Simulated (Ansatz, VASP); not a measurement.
# ZnSiP2 in VASP and in Ansatz

The input INCAR:

```
SYSTEM = ZnSiP2
PREC     = Accurate       ! precision mode
ENCUT    = 500            ! plane-wave cutoff, eV
EDIFF    = 1E-6           ! SCF threshold, eV
ISMEAR   = -1             ! smearing method
SIGMA    = 0.05           ! smearing width, eV
LREAL    = .FALSE.        ! projectors in reciprocal space
LASPH    = .TRUE.         ! aspherical terms in the spheres
NELM     = 120            ! most SCF steps
ALGO     = Normal         ! electronic algorithm
ISIF     = 2              ! what is computed and relaxed
LWAVE    = .FALSE.        ! write WAVECAR
LCHARG   = .FALSE.        ! write CHGCAR
GGA      = PS             ! functional
NBANDS   = 36             ! bands
GGA_COMPAT= .FALSE.
```

KPOINTS

```
Automatic mesh
0
G
  5 5 5
  0 0 0
```

Contents of POSCAR:

```
ZnSiP2
1.0
   -2.5746244208      2.5746244208      5.0118548773
    2.5746244208     -2.5746244208      5.0118548773
    2.5746244208      2.5746244208     -5.0118548773
Zn Si P
2 2 4
Direct
    0.0000000000      0.0000000000      0.0000000000
    0.7500000000      0.2500000000      0.5000000000
    0.5000000000      0.5000000000      0.0000000000
    0.2500000000      0.7500000000      0.5000000000
    0.3750000000      0.3923010000      0.5173010000
    0.8750000000      0.8576990000      0.4826990000
    0.6076990000      0.1250000000      0.9826990000
    0.1423010000      0.6250000000      0.0173010000
```

Input for Ansatz:

```yaml
crystal:
  lattice:
    - [-2.574624420846031, 2.574624420846031, 5.011854877290786]
    - [2.574624420846031, -2.574624420846031, 5.011854877290786]
    - [2.574624420846031, 2.574624420846031, -5.011854877290786]
  atoms:
    - { symbol: Zn, position: [0.0, 0.0, 0.0] }
    - { symbol: Zn, position: [0.75, 0.25, 0.5] }
    - { symbol: Si, position: [0.5, 0.5, 0.0] }
    - { symbol: Si, position: [0.25, 0.75, 0.5] }
    - { symbol: P, position: [0.375, 0.392301, 0.517301] }
    - { symbol: P, position: [0.875, 0.857699, 0.482699] }
    - { symbol: P, position: [0.607699, 0.125, 0.982699] }
    - { symbol: P, position: [0.142301, 0.625, 0.017301] }
basis:
  ecutwfc: 500.0
kpoints:
  mp_grid:
    grid: [5, 5, 5]
hamiltonian:
  xc: pbesol
  pseudopotentials:
    kind: paw
scf:
  occupations:
    method: fermi_dirac
    width: 0.05
output:
  stress: true
```

Alike in both runs: task single point; functional PBEsol; k mesh 5 × 5 × 5; occupations fermi-dirac, width 0.05 eV; no spin polarisation.

|  | VASP | Ansatz |
| --- | --- | --- |
| version | VASP 6.6.1 | Ansatz 0.2.0 |
| potentials or method | VASP PAW PBE potentials, release 64 (Zn, Si, P), cutoff 500 eV | plane waves, PAW |
| valence electrons in the cell | 52 | 52 |

|  | VASP | Ansatz | Ansatz less VASP |
| --- | --- | --- | --- |
| pressure (GPa) | 14.9 | 14.7 | -0.19 |

VASP's potentials were made for PBE, not for PBEsol.
